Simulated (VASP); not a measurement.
# Hf2N (P4_2/mnm) in VASP: a series of runs, part 2 of 2

VASP 6.6.1.

## Step 4: Single point, r2SCAN

Input file POSCAR:

```
Hf2N
1.0
    5.3131240200      0.0000000000      0.0000000000
    0.0000000000      5.3131240200      0.0000000000
    0.0000000000      0.0000000000      3.2420983900
Hf N
4 2
Direct
    0.2955363700      0.2955363700      0.0000000000
    0.7044636300      0.7044636300      0.0000000000
    0.7955363700      0.2044636300      0.5000000000
    0.2044636300      0.7955363700      0.5000000000
    0.0000000000      0.0000000000      0.0000000000
    0.5000000000      0.5000000000      0.5000000000
```

Input file INCAR.step1:

```
PREC = Accurate
ENCUT = 520
ISMEAR = -1
SIGMA = 0.01
LREAL = F
LASPH = T
NELM = 80
NBANDS = 34
GGA = PE
ALGO = Normal
EDIFF = 1E-4
LWAVE = T
LCHARG = F
```

Input file INCAR.step2:

```
PREC = Accurate
ENCUT = 520
EDIFF = 1E-6
ISMEAR = -1
SIGMA = 0.01
LREAL = F
LASPH = T
NELM = 80
ALGO = Normal
ISIF = 2
LWAVE = F
LCHARG = F
METAGGA = R2SCAN
LMIXTAU = T
NBANDS = 34
ISTART = 1
```

Input file KPOINTS:

```
Automatic mesh
0
Gamma
  8 8 12
```

Potentials or basis: VASP PAW PBE potentials, release 64 (Hf_pv, N).

Command:

```sh
$ cat potpaw_PBE.64/Hf_pv/POTCAR potpaw_PBE.64/N/POTCAR > POTCAR
$ cp INCAR.step1 INCAR
$ mpirun -np 1 vasp_std > vasp.out
$ cp INCAR.step2 INCAR
$ mpirun -np 1 vasp_std > vasp.out
```

OUTCAR:

```text
PREC = Accurate
   ENCUT = 520
   EDIFF = 1E-6
   ISMEAR = -1
   LREAL = F
   LASPH = T
   NELM = 80
   ISIF = 2
   METAGGA = R2SCAN
   ISTART = 1

 ion  position               nearest neighbor table
   1  0.296  0.296  0.000-   5 2.22   6 2.23   6 2.23   2 3.07   4 3.15   3 3.15   4 3.15   3 3.15
                             4 3.15   4 3.15   3 3.15   3 3.15   2 3.82   2 3.82
   2  0.704  0.704  0.000-   5 2.22   6 2.23   6 2.23   1 3.07   4 3.15   3 3.15   4 3.15   3 3.15
                             3 3.15   3 3.15   4 3.15   4 3.15   1 3.82   1 3.82
   3  0.796  0.204  0.500-   6 2.22   5 2.23   5 2.23   4 3.07   1 3.15   1 3.15   2 3.15   2 3.15
                             2 3.15   2 3.15   1 3.15   1 3.15   4 3.82   4 3.82
   4  0.204  0.796  0.500-   6 2.22   5 2.23   5 2.23   3 3.07   1 3.15   1 3.15   2 3.15   2 3.15
                             1 3.15   1 3.15   2 3.15   2 3.15   3 3.82   3 3.82
   5  0.000  0.000  0.000-   1 2.22   2 2.22   3 2.23   4 2.23   3 2.23   4 2.23
   6  0.500  0.500  0.500-   3 2.22   4 2.22   1 2.23   2 2.23   1 2.23   2 2.23

  LATTYP: Found a simple tetragonal cell.
 ALAT       =     5.3131240200
 C/A-ratio  =     0.6102056677

  Lattice vectors:

 A1 = (   5.3131240200,   0.0000000000,   0.0000000000)
 A2 = (   0.0000000000,   5.3131240200,   0.0000000000)
 A3 = (   0.0000000000,   0.0000000000,   3.2420983900)

Analysis of symmetry for initial positions (statically):
=====================================================================
 Subroutine PRICEL returns:
 Original cell was already a primitive cell.

 Routine SETGRP: Setting up the symmetry group for a
 simple tetragonal supercell.

 Subroutine GETGRP returns: Found 16 space group operations
 (whereof  8 operations were pure point group operations)
 out of a pool of 16 trial point group operations.

The static configuration has the point symmetry D_2h.
 The point group associated with its full space group is D_4h.

Analysis of symmetry for dynamics (positions and initial velocities):
=====================================================================
 Subroutine PRICEL returns:
 Original cell was already a primitive cell.

 Routine SETGRP: Setting up the symmetry group for a
 simple tetragonal supercell.

 Subroutine GETGRP returns: Found 16 space group operations
 (whereof  8 operations were pure point group operations)
 out of a pool of 16 trial point group operations.

The dynamic configuration has the point symmetry D_2h.
 The point group associated with its full space group is D_4h.

 Subroutine INISYM returns: Found 16 space group operations
 (whereof  8 operations are pure point group operations),
 and found     1 'primitive' translations

----------------------------------------------------------------------------------------

                                     Primitive cell

  volume of cell :      91.5221

  direct lattice vectors                    reciprocal lattice vectors
     5.313124020  0.000000000  0.000000000     0.188213186  0.000000000  0.000000000
     0.000000000  5.313124020  0.000000000     0.000000000  0.188213186  0.000000000
     0.000000000  0.000000000  3.242098390     0.000000000  0.000000000  0.308442212

  length of vectors
     5.313124020  5.313124020  3.242098390     0.188213186  0.188213186  0.308442212

  position of ions in fractional coordinates (direct lattice)
[... 47 lines left out ...]
  0.375000  0.000000  0.000000      4.000000
  0.500000  0.000000  0.000000      2.000000
  0.125000  0.125000  0.000000      4.000000
[... 16 lines left out ...]
  0.375000  0.125000  0.083333     16.000000
  0.500000  0.125000  0.083333      8.000000
 [... further k-points ...]
   k-points           NKPTS =    105   k-points in BZ     NKDIM =    105   number of bands    NBANDS=     34
   number of dos      NEDOS =    301   number of ions     NIONS =      6
   total plane-waves  NPLWV =  38400
   dimension x,y,z NGX =    40 NGY =   40 NGZ =   24
   dimension x,y,z NGXF=    80 NGYF=   80 NGZF=   48
   ions per type =               4   2
   NGX,Y,Z   is equivalent  to a cutoff of  12.52, 12.52, 12.31 a.u.
   NGXF,Y,Z  is equivalent  to a cutoff of  25.03, 25.03, 24.61 a.u.
 SYSTEM =  unknown system
   PREC   = accura    normal or accurate (medium, high low for compatibility)
   ISTART =      1    job   : 0-new  1-cont  2-samecut
   ICHARG =      0    charge: 1-file 2-atom 10-const
   ISPIN  =      1    spin polarized calculation?
   LNONCOLLINEAR =      F non collinear calculations
   LSORBIT =      F    spin-orbit coupling
   LASPH  =      T    aspherical Exc in radial PAW
   ENCUT  =  520.0 eV  38.22 Ry    6.18 a.u.   9.88  9.88  6.03*2*pi/ulx,y,z
   NELM   =     80;   NELMIN=  2; NELMDL=  0     # of ELM steps
   EDIFF  = 0.1E-05   stopping-criterion for ELM
   LREAL  =      F    real-space projection
   EDIFFG = 0.1E-04   stopping-criterion for IOM
   NSW    =      0    number of steps for IOM
   IBRION =     -1    ionic relax: 0-MD 1-quasi-New 2-CG
   NFREE  =      0    steps in history (QN), initial steepest desc. (CG)
   ISIF   =      2    stress and relaxation
   ISYM   =      2    0-nonsym 1-usesym 2-fastsym
   POTIM  = 0.5000    time-step for ionic-motion
   TEBEG  =    0.0;   TEEND  =   0.0 temperature during run
   PSTRESS=    0.0 pullay stress
   NELECT =      50.0000    total number of electrons
   NUPDOWN=      -1.0000    fix difference up-down
   EMIN   =  10.00;   EMAX   =-10.00  energy-range for DOS
   EFERMI =   0.00;   METHOD = LEGACY
   ISMEAR =    -1;   SIGMA  =   0.01  broadening in eV -4-tet -1-fermi 0-gaus
   EFERMI_NEDOS =   21; number of points for ismear=-14 and -15
   IALGO  =     38    algorithm
   IMIX   =      4    mixing-type and parameters
     AMIX     =   0.40;   BMIX     =  1.00
     AMIX_MAG =   1.60;   BMIX_MAG =  1.00
  volume/ion in A,a.u.               =      15.25       102.94
  Fermi-wavevector in a.u.,A,eV,Ry     =   1.338308  2.529036 24.368970  1.791069
  Thomas-Fermi vector in A             =   2.466789
   LORBIT       =      0    0 simple, 1 ext, 2 COOP (PROOUT), +10 PAW based schemes
   METAGGA = R2SCAN    functional components
   LHFCALC =     F    Hartree Fock is set to
   AEXX    =    0.0000 exact exchange contribution
   IVDW    =     0    specifies the selected vdW correction
   LEPSILON=     F    determine dielectric tensor
   LRPA    =     F    only Hartree local field effects (RPA)
 non-spin polarized calculation
  energy-cutoff  :      520.00
  volume of cell :       91.52
 maximum number of plane-waves:      2496
 NGX is ok and might be reduce to    40
   NGX = 19   NGY = 19   NGZ = 13

 number of electron      50.0000008 magnetization

 Free energy of the ion-electron system (eV)
  ---------------------------------------------------
  ext. energy  EPLUGINS =         0.00000000
  ---------------------------------------------------
  free energy    TOTEN  =      -207.32744723 eV

  energy without entropy =     -207.32691721  energy(sigma->0) =     -207.32718222

 E-fermi :   5.9577     XC(G=0): -12.8515

 val. band max:        5.9538053069   @ k =   0.5000   0.0000   0.2500
 cond. band min:       5.9597884482   @ k =   0.3750   0.0000   0.2500
 fundamental gap:      0.0059831413
 Fermi energy:         5.9577343657

 k-point     1 :       0.0000    0.0000    0.0000
  band No.  band energies     occupation
      1     -26.4885      2.00000
      2     -26.0059      2.00000
      3     -25.9262      2.00000
      4     -25.9262      2.00000
      5     -25.6890      2.00000
      6     -25.5407      2.00000
[... 877 lines left out ...]
     33      10.2096      0.00000
     34      10.2096      0.00000

 [... further k-points ...]

------------------------ aborting loop because EDIFF is reached ----------------------------------------

  FORCE on cell =-STRESS in cart. coord.  units (eV):
  Direction    XX          YY          ZZ          XY          YZ          ZX
  --------------------------------------------------------------------------------------
  -------------------------------------------------------------------------------------
  Total       -0.0398382     -0.0398382     -0.0135271      0.0000000      0.0000000      0.0000000
  in kB       -0.6974035     -0.6974035     -0.2368037      0.0000000      0.0000000      0.0000000
  external PRESSURE =      -0.5438702 kB  Pullay stress =       0.0000000 kB

 VOLUME and BASIS-vectors are now :
 -----------------------------------------------------------------------------
  energy-cutoff  :      520.00
  volume of cell :       91.52
      direct lattice vectors                 reciprocal lattice vectors
     5.313124020  0.000000000  0.000000000     0.188213186  0.000000000  0.000000000
     0.000000000  5.313124020  0.000000000     0.000000000  0.188213186  0.000000000
     0.000000000  0.000000000  3.242098390     0.000000000  0.000000000  0.308442212

 POSITION                                       TOTAL-FORCE (eV/Angst)
 -----------------------------------------------------------------------------------
      1.57022      1.57022      0.00000        -0.000984     -0.000984     -0.000000
      3.74290      3.74290      0.00000         0.000984      0.000984      0.000000
      4.22678      1.08634      1.62105        -0.000984      0.000984      0.000000
      1.08634      4.22678      1.62105         0.000984     -0.000984      0.000000
      0.00000      0.00000      0.00000         0.000000      0.000000      0.000000
      2.65656      2.65656      1.62105         0.000000      0.000000      0.000000
 -----------------------------------------------------------------------------------
    total drift:                                0.000000      0.000000      0.000000

  FREE ENERGIE OF THE ION-ELECTRON SYSTEM (eV)
  ---------------------------------------------------
  free  energy   TOTEN  =      -207.3274472282 eV

  energy  without entropy=     -207.3269172065  energy(sigma->0) =     -207.32718222
```

It took 31 min on 1 thread of Oxide Virtual Turin-like, shared host; peak memory 0.34 GiB.

What came out:

```
Free energy            : -207.3274 eV
Pressure               : -0.1 GPa
Band gap on the k mesh : zero (bands 25 and 26 overlap by 2.77 eV)
```

Caveat: the PAW data sets were made with another functional, which shifts forces and pressure a little; spin-orbit coupling is left out, which moves the levels of the heavy elements.

## Step 5: Relaxation of cell and atoms, r2SCAN

POSCAR is that of step 4.

Input file INCAR.step1:

```
PREC = Accurate
ENCUT = 600
ISMEAR = 0
SIGMA = 0.1
LREAL = False
LASPH = True
NELM = 100
GGA = PE
ALGO = Normal
EDIFF = 1E-4
LWAVE = True
LCHARG = False
```

Input file INCAR.step2:

```
PREC = Accurate
ENCUT = 600
EDIFF = 1E-7
ISMEAR = 0
SIGMA = 0.1
LREAL = False
LASPH = True
NELM = 100
ALGO = Normal
ISIF = 3
LWAVE = False
LCHARG = False
METAGGA = R2SCAN
LMIXTAU = True
IBRION = 2
NSW = 80
EDIFFG = -0.01
ISTART = 1
```

Input file KPOINTS:

```
regular mesh
0
Gamma
  4 4 6
```

Command:

```sh
$ cat potpaw_PBE.64/Hf_pv/POTCAR potpaw_PBE.64/N/POTCAR > POTCAR
$ cp INCAR.step1 INCAR
$ mpirun -np 1 vasp_std > vasp.out
$ cp INCAR.step2 INCAR
$ mpirun -np 1 vasp_std > vasp.out
```

It took 28 min on 1 thread of Oxide Virtual Turin-like, shared host; peak memory 0.24 GiB.

Results (log left out):

```yaml
Free_energy: -207.3510 eV
Relaxed_volume: 15.24 Å³/atom
Relaxed_cell: a = 5.313 Å, b = 5.313 Å, c = 3.239 Å, α = 90.00°, β = 90.00°, γ = 90.00°
Space_group_after_relaxing_to_0.1_Å: P4_2/mnm (No. 136)
Energy_gained_by_relaxing: 0.2 meV/atom
Ionic_steps: 7
Pressure_after_relaxing: 0.1 GPa
Band_gap_on_the_k_mesh: zero (bands 25 and 26 overlap by 2.76 eV)
```

Stress tensor (GPa, compression positive):
```
0.10 0.00 0.00
0.00 0.10 0.00
0.00 0.00 0.01
```

The path:
```
step  energy change (eV)  largest force (eV/Å)  pressure (GPa)  volume (Å³)
   1              0.0000                0.0962           -0.07        91.52
   2             -0.0012                0.0245            0.09        91.44
   3             -0.0012                0.0158            0.11        91.42
   4             -0.0013                0.0085           -0.21        91.55
   5             -0.0013                0.0010           -0.11        91.51
   6             -0.0013                0.0012           -0.07        91.50
   7             -0.0013                0.0016            0.07        91.43
```

Final structure:
```xyz
6
Lattice="5.3127 0.0000 0.0000 0.0000 5.3127 0.0000 0.0000 0.0000 3.2395" Properties=species:S:1:pos:R:3 pbc="T T T"
Hf    1.5655    1.5655    3.2395
Hf    3.7471    3.7471    0.0000
Hf    4.2219    1.0908    1.6197
Hf    1.0908    4.2219    1.6197
N     5.3127    5.3127    0.0000
N     2.6563    2.6563    1.6197
```

Levels at points of the mesh, in eV from the Fermi level:
| k point | band 22 | band 23 | band 24 | band 25 | band 26 | band 27 | band 28 | band 29 |
| --- | --- | --- | --- | --- | --- | --- | --- | --- |
| (0.00, 0.00, 0.00) | -2.17 | -0.35 | 1.07 | 1.21 | 1.21 | 1.27 | 1.93 | 2.09 |
| (0.50, 0.00, 0.00) | -2.64 | -1.05 | -1.05 | 1.51 | 1.51 | 2.13 | 2.13 | 2.23 |
| (0.50, 0.50, 0.00) | -1.91 | -1.39 | -1.39 | 1.10 | 1.10 | 1.71 | 1.71 | 2.18 |
| (0.00, 0.00, 0.50) | -1.56 | -1.26 | -1.26 | -1.25 | -1.25 | 2.36 | 2.36 | 3.99 |
| (0.50, 0.00, 0.50) | -1.92 | -1.22 | -1.22 | -1.00 | -1.00 | 1.92 | 1.92 | 4.13 |
| (0.50, 0.50, 0.50) | -1.80 | -0.69 | -0.69 | -0.67 | -0.67 | 1.43 | 1.43 | 3.08 |

Caveat: the PAW data sets were made with another functional, which shifts forces and pressure a little; spin-orbit coupling is left out, which moves the levels of the heavy elements.

## Step 6: Overview

| task | cell | k mesh | cutoff (eV) | smearing | gap on the mesh (eV) | pressure (GPa) |
| --- | --- | --- | --- | --- | --- | --- |
| single point | as given | 8 × 8 × 12 | 520 | methfessel-paxton 0.3 eV | none | 0.0 |
| single point | as given | 8 × 8 × 12 | 520 | gaussian 0.3 eV | none | 0.1 |
| single point | as given | 8 × 8 × 12 | 520 | fermi-dirac 0.01 eV | none | -0.1 |
| relaxation of cell and atoms | relaxed | 4 × 4 × 6 | 600 | gaussian 0.1 eV | none | 0.1 |

Alike in all rows: level r2SCAN; potentials or basis VASP PAW PBE potentials, release 64 (Hf_pv, N); no spin polarisation.

Caveats: the PAW data sets were made with another functional, which shifts forces and pressure a little; spin-orbit coupling is left out, which moves the levels of the heavy elements; so wide a smearing shifts energies and pressures (at least some runs).

Absolute energies hang on the potentials; compare differences alone.

The gap in the log of VASP goes by the Fermi energy; the results here count the filled bands.